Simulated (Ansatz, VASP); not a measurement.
# Two plane-wave programs on Na

Contents of INCAR:

```
PREC = Accurate ; ENCUT = 520
EDIFF = 1E-6 ; ISMEAR = 0
SIGMA = 0.15 ; LREAL = False
LASPH = True ; NELM = 100
ALGO = Normal ; ISIF = 2
LWAVE = False ; LCHARG = True
LELF = True ; LVHAR = True
NBANDS = 14
```

File KPOINTS:

```
Automatic mesh
0
Gamma
  15 15 8
```

The input POSCAR:

```
Na
1.0
    3.5242997344      0.0000000000      0.0000000000
   -1.7621498672      3.0521331006      0.0000000000
    0.0000000000      0.0000000000      5.8981745703
Na
2
Direct
    0.3333333333      0.6666666667      0.2500000000
    0.6666666667      0.3333333333      0.7500000000
```

Input for Ansatz:

```yaml
crystal:
  lattice:
    - [3.5242997344, 0.0, 0.0]
    - [-1.7621498672, 3.0521331006, 0.0]
    - [0.0, 0.0, 5.8981745703]
  atoms:
    - { symbol: Na, position: [0.3333333333, 0.6666666667, 0.25] }
    - { symbol: Na, position: [0.6666666667, 0.3333333333, 0.75] }
basis:
  ecutwfc: 520.0
kpoints:
  mp_grid: { grid: [15, 15, 8] }
hamiltonian:
  xc: lda
  pseudopotentials: { kind: paw }
scf:
  occupations: { method: gaussian, width: 0.15 }
output:
  forces: true
  stress: true
  eigenvalues: true
```

Change from the starting cell: mode 4 frozen in at +0.000 Å, equal normal strain along x and y -0.0267.

Alike in both runs: task single point; functional LDA; k mesh 15 × 15 × 8; occupations gaussian, width 0.15 eV; no spin polarisation.

|  | VASP | Ansatz |
| --- | --- | --- |
| version | VASP 6.6.1 | Ansatz 0.2.0 |
| potentials or method | VASP PAW LDA potentials, release 64 (Na_pv), cutoff 520 eV | scalar-relativistic, plane waves, PAW |
| valence electrons in the cell | 14 | 18 |

VASP gave:

* gap on the k mesh at the Fermi level (eV): none
* pressure (GPa): 0.5
* traceless stress, the component that is largest in VASP (GPa): -0.25

Which values does Ansatz return?

gap on the k mesh at the Fermi level (eV): none; pressure (GPa): 0.5; traceless stress, the component that is largest in VASP (GPa): -0.24.

LDA's correlation is that of Perdew and Zunger in VASP and of Perdew and Wang (1992) in Ansatz. A gap of «none» marks a metal or a gap that the smearing closes. VASP's potentials hold 14 valence electrons a cell and Ansatz's 18, so a difference there can come from the potentials and not from the codes.
